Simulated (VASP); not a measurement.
Input of a VASP 6.6.1 run:

The input INCAR:

```
SYSTEM = Cs3Ta
PREC = Accurate
ENCUT = 520
EDIFF = 1E-6
ISMEAR = 0
SIGMA = 0.1
LREAL = .FALSE.
LASPH = .TRUE.
NELM = 100
ALGO = Fast
ISIF = 2
LWAVE = .FALSE.
LCHARG = .TRUE.
GGA = PE
LELF = .TRUE.
LVHAR = .TRUE.
NBANDS = 27
```

Contents of KPOINTS:

```
Automatic mesh
0
G
  8 8 8
  0 0 0
```

POSCAR

```
Cs3Ta
1.0
    5.9937901283      0.0000000000      0.0000000000
    0.0000000000      5.9937901283      0.0000000000
    0.0000000000      0.0000000000      5.9867081097
Cs Ta
3 1
Direct
    0.0000000000      0.5000000000      0.5000000000
    0.5000000000      0.0000000000      0.5000000000
    0.5000000000      0.5000000000      0.0000000000
    0.0000000000      0.0000000000      0.0000000000
```

Potentials or basis: VASP PAW PBE potentials, release 64 (Cs_sv, Ta_pv).

The run is started by

```sh
$ cat potpaw_PBE.64/Cs_sv/POTCAR potpaw_PBE.64/Ta_pv/POTCAR > POTCAR
$ mpirun -np 1 vasp_std > vasp.out
```

Estimate the band gap on the k mesh.

zero (bands 19 and 20 overlap by 0.44 eV).

Estimate the pressure.

0.0 GPa.

Caveat: spin-orbit coupling is left out, which moves the levels of the heavy elements.
